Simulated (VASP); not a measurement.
Wanted: the native input for a VASP 6.6.1 run.

```
Task                   : relaxation of cell and atoms
Functional             : LDA
Potentials or basis    : VASP PAW LDA potentials, release 64 (Al, N)
Cutoff                 : 600 eV
k mesh                 : 15 × 15 × 15
Occupations            : fermi-dirac, width 0.1 eV
Spin                   : no spin polarisation
Dipole correction      : no
Further INCAR settings : ALGO = Normal; EDIFF = 1e-06; IBRION = 2; EDIFFG = -0.005; NSW = 60; ISIF = 3
```

The structure of AlN (rocksalt type) lies in POSCAR:

```
AlN
1.0
    0.0000000000      2.1544346900      2.1544346900
    2.1544346900      0.0000000000      2.1544346900
    2.1544346900      2.1544346900      0.0000000000
Al N
1 1
Direct
    0.0000000000      0.0000000000      0.0000000000
    0.5000000000      0.5000000000      0.5000000000
```

The input as run:

INCAR

```
PREC = Accurate
ENCUT = 600
EDIFF = 1E-6
ISMEAR = -1
SIGMA = 0.1
LREAL = F
LASPH = T
NELM = 80
ALGO = Normal
ISIF = 3
LWAVE = F
LCHARG = F
IBRION = 2
NSW = 60
EDIFFG = -0.005
```

KPOINTS

```
regular mesh
0
Gamma
  15 15 15
```

Potentials or basis: VASP PAW LDA potentials, release 64 (Al, N).

Command:

```bash
$ cat potpaw_LDA.64/Al/POTCAR potpaw_LDA.64/N/POTCAR > POTCAR
$ mpirun -np 1 vasp_std > vasp.out
```

Results of the run:

```
Relaxed volume                         : 8.08 Å³/atom
Relaxed cell                           : a = 2.838 Å, b = 2.838 Å, c = 2.838 Å, α = 60.00°, β = 60.00°, γ = 60.00°
Space group after relaxing (to 0.05 Å) : Fm-3m (No. 225)
Energy gained by relaxing              : 276.3 meV/atom
Ionic steps                            : 4
Pressure after relaxing                : 0.0 GPa
Band gap on the k mesh                 : 4.75 eV, indirect (least direct gap 6.10 eV)
```

Caveat: the volume moved by over 15 % at a fixed basis, so the end points are rough.

Run time: 21 s on 1 thread of Intel(R) Xeon(R) Platinum 8488C (Sapphire Rapids), with other jobs on the host, peak memory 0.15 GiB.
